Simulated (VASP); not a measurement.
Cu: relaxation of cell and atoms with LDA

Crystal: Cu.

```
Cu
1.0
     0.00000    1.75884    1.75884
     1.75884    0.00000    1.75884
     1.75884    1.75884    0.00000
Cu
1
Direct
  0.00000 0.00000 0.00000
```

```
Program                : VASP 6.6.1
Task                   : relaxation of cell and atoms
Functional             : LDA
Potentials or basis    : VASP PAW LDA potentials, release 64 (Cu)
Cutoff                 : 600 eV
k mesh                 : 21 × 21 × 21
Occupations            : fermi-dirac, width 0.05 eV
Spin                   : no spin polarisation
Dipole correction      : no
Further INCAR settings : ALGO = Normal; EDIFF = 1e-07; IBRION = 2; EDIFFG = -0.005; NSW = 60; ISIF = 3
```

```yaml
Relaxed_volume: 10.94 Å³/atom
Relaxed_cell: a = 2.491 Å, b = 2.491 Å, c = 2.491 Å, α = 60.00°, β = 60.00°, γ = 60.00°
Space_group_after_relaxing_to_0.05_Å: Fm-3m (No. 225)
Energy_gained_by_relaxing: 0.2 meV/atom
Ionic_steps: 3
Pressure_after_relaxing: -0.1 GPa
```

The path:
```tsv
step	energy change (eV)	largest force (eV/Å)	pressure (GPa)	volume (Å³)
1	0.0000	0.0000	0.92	10.88
2	0.0000	0.0000	-0.76	10.98
3	-0.0002	0.0000	-0.07	10.94
```

Final structure:
```
Cu
1.0
     0.00000    1.76174    1.76174
     1.76174    0.00000    1.76174
     1.76174    1.76174    0.00000
Cu
1
Cartesian
  0.0000 0.0000 0.0000
```

Levels at points of the mesh, in eV from the Fermi level:
```
           k point  band 4  band 5  band 6  band 7  band 8  band 9
(0.00, 0.00, 0.00)   -3.38   -2.44   -2.44   23.23   26.32   26.32
```

Run time: 25 s on 1 thread of Intel(R) Xeon(R) 6975P-C (Granite Rapids), on a shared host, peak memory 0.15 GiB.
